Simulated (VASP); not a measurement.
Input of a VASP 6.6.1 run:

INCAR

```
SYSTEM = MnO
ALGO = Normal ; EDIFF = 1E-7
ENCUT = 520 ; GGA = PS
ISIF = 2 ; ISMEAR = -1
ISPIN = 2 ; LASPH = .TRUE.
LCHARG = .TRUE. ; LDAU = .TRUE.
LDAUJ = 0 0 ; LDAUL = 2 -1
LDAUPRINT = 1 ; LDAUTYPE = 2
LDAUU = 4 0 ; LELF = .TRUE.
LMAXMIX = 4 ; LORBIT = 11
LREAL = .FALSE. ; LVHAR = .TRUE.
LWAVE = .FALSE. ; MAGMOM = 4 0
NBANDS = 20 ; NELM = 150
PREC = Accurate ; SIGMA = 0.05
```

Contents of KPOINTS:

```
k-points
0
G
  10 10 10
  0 0 0
```

File POSCAR:

```
MnO
1.0
    0.0000000000      2.2239077028      2.2239077028
    2.2239077028      0.0000000000      2.2239077028
    2.2239077028      2.2239077028      0.0000000000
Mn O
1 1
Direct
    0.0000000000      0.0000000000      0.0000000000
    0.5000000000      0.5000000000      0.5000000000
```

Potentials or basis: VASP PAW PBE potentials, release 64 (Mn_pv, O).

Command:

```sh
$ cat potpaw_PBE.64/Mn_pv/POTCAR potpaw_PBE.64/O/POTCAR > POTCAR
$ mpirun -np 1 vasp_std > vasp.out
```

**Question.** Estimate the pressure.

**Answer.** 1.1 GPa.

**Question.** Predict the net moment.

**Answer.** 5.00 μB per cell.

**Question.** Estimate the site moments.

**Answer.** Mn +4.62; O +0.15 μB.

Eigenvalues of the final occupation matrices:
```
    site  spin  trace               eigenvalues
site 1 d     1   4.77  0.94 0.94 0.94 0.98 0.98
site 1 d     2   0.20  0.02 0.02 0.02 0.07 0.07
```

Caveat: the PAW data sets were made with another functional, which shifts forces and pressure a little; a cell with one magnetic atom can't hold antiferromagnetic order, which such compounds often take. The state reached can hang on the start; a lower one may exist.
